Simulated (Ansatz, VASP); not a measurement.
**One calculation of Hf, two programs**

```
CELL_PARAMETERS angstrom
0.00000 2.17994 2.17994
2.17994 0.00000 2.17994
2.17994 2.17994 0.00000
ATOMIC_POSITIONS crystal
Hf 0.00000 0.00000 0.00000
```

Alike in both runs: functional PBEsol; dispersion D3(BJ); k mesh 5 × 5 × 5; no spin polarisation.

Ansatz relaxed the structure, and its values are those at the end. VASP's run is a single point on that final structure, the one shown.

|  | VASP | Ansatz |
| --- | --- | --- |
| version | VASP 6.6.1 | Ansatz 0.2.0 |
| potentials or method | VASP PAW PBE potentials, release 64 (Hf_pv) | plane waves, PAW |
| plane-wave cutoff (eV) | 520 | 420 |
| occupations | fermi-dirac, width 0.1 eV | fermi-dirac |
| valence electrons in the cell | 10 | 26 |

Ansatz gave:

* pressure (GPa): 0.0

Q: Which values does VASP return?

A: Pressure (GPa): -0.3.

VASP's potentials were made for PBE, not for PBEsol. VASP's potentials hold 10 valence electrons a cell and Ansatz's 26, so a difference there can come from the potentials and not from the codes.

The k mesh is coarse, so the values compare programs but aren't converged. Spin-orbit coupling is off throughout.
